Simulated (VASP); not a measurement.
# Li2S: single point with PBE

The system is Li2S.

```
CELL_PARAMETERS angstrom
0.00000 2.85282 2.85282
2.85282 0.00000 2.85282
2.85282 2.85282 0.00000
ATOMIC_POSITIONS crystal
Li 0.25000 0.25000 0.25000
Li 0.75000 0.75000 0.75000
S 0.00000 0.00000 0.00000
```

```
Program                : VASP 6.6.1
Task                   : single point
Functional             : PBE
Potentials or basis    : VASP PAW PBE potentials, release 64 (Li_sv, S)
Cutoff                 : 750 eV
k mesh                 : 6 × 6 × 6
Occupations            : gaussian, width 0.01 eV
Spin                   : no spin polarisation
Dipole correction      : no
Further INCAR settings : ALGO = Normal; EDIFF = 1e-06; NBANDS = 13
```

The pressure is -0.1 GPa. The band gap on the k mesh is 3.39 eV, indirect (least direct gap 4.25 eV).

Levels at points of the mesh, in eV from the valence-band top:
| k point | band 4 | band 5 | band 6 | band 7 | band 8 | band 9 |
| --- | --- | --- | --- | --- | --- | --- |
| (0.00, 0.00, 0.00) | 0.00 | 0.00 | 0.00 | 4.25 | 6.23 | 6.23 |
| (0.50, 0.00, 0.00) | -2.86 | -0.50 | -0.50 | 6.08 | 6.57 | 6.57 |
| (0.50, 0.50, 0.00) | -2.16 | -1.41 | -1.41 | 3.39 | 7.07 | 11.06 |

Run time: 20 s on 1 thread of Intel(R) Xeon(R) Platinum 8488C (Sapphire Rapids), with other jobs on the host, peak memory 0.19 GiB.

A k mesh can miss the band edges.
